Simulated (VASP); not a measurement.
# Bi4Se3 in VASP: single point with PBEsol

Aim: the single point of Bi4Se3 with PBEsol.

All numbers are computed with VASP 6.6.1; they aren't measurements. Logs are shortened: lines on timing, memory, paths and dates and some standing lists are left out, and cuts for length are marked.

## 1. The cell of the first run

The cell holds a slab with vacuum, 14 atoms: a = 4.262 Å, b = 4.262 Å, c = 38.974 Å, α = 90.00°, β = 90.00°, γ = 120.00°.

## 2. Single point, PBEsol

INCAR

```
SYSTEM = Bi4Se3
  PREC = Accurate
  ENCUT = 520
  EDIFF = 1E-6
  ISMEAR = 0
  SIGMA = 0.1
  LREAL = .False.
  LASPH = .True.
  NELM = 100
  ALGO = Normal
  ISIF = 2
  LWAVE = .False.
  LCHARG = .False.
  LDIPOL = .True.
  IDIPOL = 3
  DIPOL = 0.5 0.5 0.505
  GGA = PS
  NBANDS = 91
```

KPOINTS

```
Automatic mesh
0
Gamma
  9 9 1
  0 0 0
```

POSCAR

```
Bi4Se3
1.0
    4.2615963392      0.0000000000      0.0000000000
   -2.1307981696      3.6906506904      0.0000000000
    0.0000000000      0.0000000000     38.9738550284
Bi Se
8 6
Direct
    0.0000000000      0.0000000000      0.1924366988
    0.6666666667      0.3333333333      0.2373675675
    0.0000000000      0.0000000000      0.3371217138
    0.3333333333      0.6666666667      0.4305974778
    0.6666666667      0.3333333333      0.5303516241
    0.3333333333      0.6666666667      0.5752824928
    0.6666666667      0.3333333333      0.6750366391
    0.0000000000      0.0000000000      0.7685124031
    0.3333333333      0.6666666667      0.2980708156
    0.6666666667      0.3333333333      0.3838595958
    0.0000000000      0.0000000000      0.4696483759
    0.0000000000      0.0000000000      0.6359857409
    0.3333333333      0.6666666667      0.7217745211
    0.6666666667      0.3333333333      0.8075633012
```

Potentials or basis: VASP PAW PBE potentials, release 64 (Bi_d, Se).

Command:

```console
> cat potpaw_PBE.64/Bi_d/POTCAR potpaw_PBE.64/Se/POTCAR > POTCAR
> mpirun -np 1 vasp_std > vasp.out
```

OUTCAR:

```text
SYSTEM = Bi4Se3
   PREC = Accurate
   ENCUT = 520
   EDIFF = 1E-6
   ISMEAR = 0
   LREAL = .False.
   LASPH = .True.
   NELM = 100
   ISIF = 2
   GGA = PS

 ion  position               nearest neighbor table
   1  0.000  0.000  0.192-   2 3.02   2 3.02   2 3.02
   2  0.667  0.333  0.237-   1 3.02   1 3.02   1 3.02
   3  0.000  0.000  0.337-   9 2.89   9 2.89   9 2.89  10 3.06  10 3.06  10 3.06
   4  0.333  0.667  0.431-  11 2.89  11 2.89  11 2.89  10 3.06  10 3.06  10 3.06
   5  0.667  0.333  0.530-   6 3.02   6 3.02   6 3.02
   6  0.333  0.667  0.575-   5 3.02   5 3.02   5 3.02
   7  0.667  0.333  0.675-  12 2.89  12 2.89  12 2.89  13 3.06  13 3.06  13 3.06
   8  0.000  0.000  0.769-  14 2.89  14 2.89  14 2.89  13 3.06  13 3.06  13 3.06
   9  0.333  0.667  0.298-   3 2.89   3 2.89   3 2.89
  10  0.667  0.333  0.384-   4 3.06   3 3.06   4 3.06   3 3.06   3 3.06   4 3.06
  11  0.000  0.000  0.470-   4 2.89   4 2.89   4 2.89
  12  0.000  0.000  0.636-   7 2.89   7 2.89   7 2.89
  13  0.333  0.667  0.722-   7 3.06   8 3.06   7 3.06   8 3.06   8 3.06   7 3.06
  14  0.667  0.333  0.808-   8 2.89   8 2.89   8 2.89

  LATTYP: Found a hexagonal cell.
 ALAT       =     4.2615963392
 C/A-ratio  =     9.1453652402

  Lattice vectors:

 A1 = (   4.2615963392,   0.0000000000,   0.0000000000)
 A2 = (  -2.1307981696,   3.6906506904,   0.0000000000)
 A3 = (   0.0000000000,   0.0000000000,  38.9738550284)

Analysis of symmetry for initial positions (statically):
=====================================================================
 Subroutine PRICEL returns:
 Original cell was already a primitive cell.

 Routine SETGRP: Setting up the symmetry group for a
 hexagonal supercell.

 Subroutine GETGRP returns: Found  6 space group operations
 (whereof  6 operations were pure point group operations)
 out of a pool of 24 trial point group operations.

The static configuration has the point symmetry C_3v.

Analysis of symmetry for dynamics (positions and initial velocities):
=====================================================================
 Subroutine PRICEL returns:
 Original cell was already a primitive cell.

 Routine SETGRP: Setting up the symmetry group for a
 hexagonal supercell.

 Subroutine GETGRP returns: Found  6 space group operations
 (whereof  6 operations were pure point group operations)
 out of a pool of 24 trial point group operations.

The dynamic configuration has the point symmetry C_3v.

 Subroutine INISYM returns: Found  6 space group operations
 (whereof  6 operations are pure point group operations),
 and found     1 'primitive' translations

[... 132 lines left out ...]
   AEXX    =    0.0000 exact exchange contribution
   IVDW    =     0    specifies the selected vdW correction
   LEPSILON=     F    determine dielectric tensor
   LRPA    =     F    only Hartree local field effects (RPA)
 non-spin polarized calculation
 Gauss-broadening in eV      SIGMA  =   0.10
  energy-cutoff  :      520.00
  volume of cell :      612.98
 maximum number of plane-waves:     16620
 NGX is ok and might be reduce to    32
   NGX = 15   NGY = 15   NGZ =145

 dipolmoment           0.000000      0.000000     -0.268591 electrons x Angstroem

 number of electron     156.0000003 magnetization

 dipolmoment           0.000000      0.000000      0.075544 electrons x Angstroem

 Free energy of the ion-electron system (eV)
  ---------------------------------------------------
  ext. energy  EPLUGINS =         0.00000000
  ---------------------------------------------------
  free energy    TOTEN  =       -60.99682931 eV

  energy without entropy =      -60.99018057  energy(sigma->0) =      -60.99350494

 E-fermi :   2.3667     XC(G=0):  -6.9831

 val. band max:        2.3560226539   @ k =   0.0000   0.0000   0.0000
 cond. band min:       2.4081603442   @ k =   0.1111   0.0000   0.0000
 fundamental gap:      0.0521376903
 Fermi energy:         2.3667409988

 k-point     1 :       0.0000    0.0000    0.0000
  band No.  band energies     occupation
      1     -21.1726      2.00000
      2     -21.1726      2.00000
      3     -21.1620      2.00000
      4     -21.1548      2.00000
      5     -21.1548      2.00000
      6     -21.1486      2.00000
[... 1105 lines left out ...]
     89       5.6682      0.00000
     90       5.8822      0.00000
 [bands above 90 left out]

------------------------ aborting loop because EDIFF is reached ----------------------------------------

 vacuum level on the upper side and lower side of the slab       (xc-potential included)         0.039        -0.815

  FORCE on cell =-STRESS in cart. coord.  units (eV):
  Direction    XX          YY          ZZ          XY          YZ          ZX
  --------------------------------------------------------------------------------------
  -------------------------------------------------------------------------------------
  Total       -1.4709193     -1.4709193     -0.3042717     -0.0000000     -0.0000000      0.0000000
  in kB       -3.8445968     -3.8445968     -0.7952863     -0.0000000     -0.0000000      0.0000000
  external PRESSURE =      -2.8281600 kB  Pullay stress =       0.0000000 kB

 VOLUME and BASIS-vectors are now :
 -----------------------------------------------------------------------------
  energy-cutoff  :      520.00
  volume of cell :      612.98
      direct lattice vectors                 reciprocal lattice vectors
     4.261596339  0.000000000  0.000000000     0.234653853  0.135477465  0.000000000
    -2.130798170  3.690650690  0.000000000     0.000000000  0.270954930  0.000000000
     0.000000000  0.000000000 38.973855028     0.000000000  0.000000000  0.025658227

 POSITION                                       TOTAL-FORCE (eV/Angst)
 -----------------------------------------------------------------------------------
      0.00000      0.00000      7.50000        -0.000000      0.000000      0.052622
      2.13080      1.23022      9.25113        -0.000000      0.000000     -0.032322
      0.00000      0.00000     13.13893        -0.000000      0.000000      0.016651
     -0.00000      2.46043     16.78204         0.000000      0.000000      0.025862
      2.13080      1.23022     20.66985        -0.000000      0.000000      0.007198
     -0.00000      2.46043     22.42098         0.000000      0.000000     -0.002576
      2.13080      1.23022     26.30878        -0.000000      0.000000      0.075496
      0.00000      0.00000     29.95189        -0.000000      0.000000      0.411605
     -0.00000      2.46043     11.61697         0.000000     -0.000000     -0.021279
      2.13080      1.23022     14.96049        -0.000000     -0.000000     -0.044174
      0.00000      0.00000     18.30401        -0.000000     -0.000000     -0.010473
      0.00000      0.00000     24.78682        -0.000000      0.000000     -0.047984
     -0.00000      2.46043     28.13034        -0.000000      0.000000     -0.163459
      2.13080      1.23022     31.47386         0.000000     -0.000000     -0.267166
 -----------------------------------------------------------------------------------
    total drift:                               -0.000000      0.000000     -0.002469

  FREE ENERGIE OF THE ION-ELECTRON SYSTEM (eV)
  ---------------------------------------------------
  free  energy   TOTEN  =       -60.9968293120 eV

  energy  without entropy=      -60.9901805739  energy(sigma->0) =      -60.99350494

 vacuum level on the upper side and lower side of the slab         7.141         6.275
```

OSZICAR:

```text
N       E                     dE             d eps       ncg     rms          rms(c)
DAV:   1     0.179363760036E+04    0.17936E+04   -0.74479E+04  2312   0.170E+03
DAV:   2     0.180230393683E+03   -0.16134E+04   -0.15770E+04  2376   0.459E+02
DAV:   3    -0.466787421911E+02   -0.22691E+03   -0.22082E+03  2570   0.201E+02
[... 21 lines left out ...]
DAV:  25    -0.609967893413E+02   -0.71855E-06   -0.23107E-05  1976   0.132E-02    0.107E-02
DAV:  26    -0.609967911019E+02   -0.17607E-05   -0.44231E-06  1920   0.571E-03    0.950E-03
DAV:  27    -0.609968150643E+02   -0.23962E-04   -0.75371E-06  1824   0.120E-02    0.693E-03
DAV:  28    -0.609968284054E+02   -0.13341E-04   -0.23300E-05  2472   0.170E-02    0.729E-03
DAV:  29    -0.609968293120E+02   -0.90662E-06   -0.47339E-06  1880   0.598E-03
   1 F= -.60996829E+02 E0= -.60993505E+02  d E =-.664874E-02
```

stdout:

```text
POSCAR found type information on POSCAR BiSe
 POSCAR found :  2 types and      14 ions
 scaLAPACK will be used
 -----------------------------------------------------------------------------
|                                                                             |
|                                                                             |
|     You enforced a specific xc type in the INCAR file but a different       |
|     I HOPE YOU KNOW WHAT YOU ARE DOING!                                     |
|                                                                             |
 -----------------------------------------------------------------------------

 LDA part: xc-table for (Slater+PW92), standard interpolation
 POSCAR, INCAR and KPOINTS ok, starting setup
 FFT: planning ... GRIDC
 FFT: planning ... GRID_SOFT
 FFT: planning ... GRID
 WAVECAR not read
 entering main loop
```

Run time: 23 min. Hardware: 1 thread of AMD EPYC 9R14 (Zen 4), shared host; peak memory 0.89 GiB.

What came out:

```
Free energy            : -60.9968 eV
Largest force          : 0.412 eV/Å
Band gap on the k mesh : zero (bands 78 and 79 overlap by 0.02 eV)
```

Forces in eV/Å, atoms in the order of the input:
```
Bi   0.000  0.000  0.053
Bi   0.000  0.000 -0.032
Bi   0.000  0.000  0.017
Bi   0.000  0.000  0.026
Bi   0.000  0.000  0.007
Bi   0.000  0.000 -0.003
Bi   0.000  0.000  0.075
Bi   0.000  0.000  0.412
Se   0.000  0.000 -0.021
Se   0.000  0.000 -0.044
Se   0.000  0.000 -0.010
Se   0.000  0.000 -0.048
Se   0.000  0.000 -0.163
Se   0.000  0.000 -0.267
```

Caveat: the PAW data sets were made with another functional, which shifts forces and pressure a little; spin-orbit coupling is left out, which moves the levels of the heavy elements.
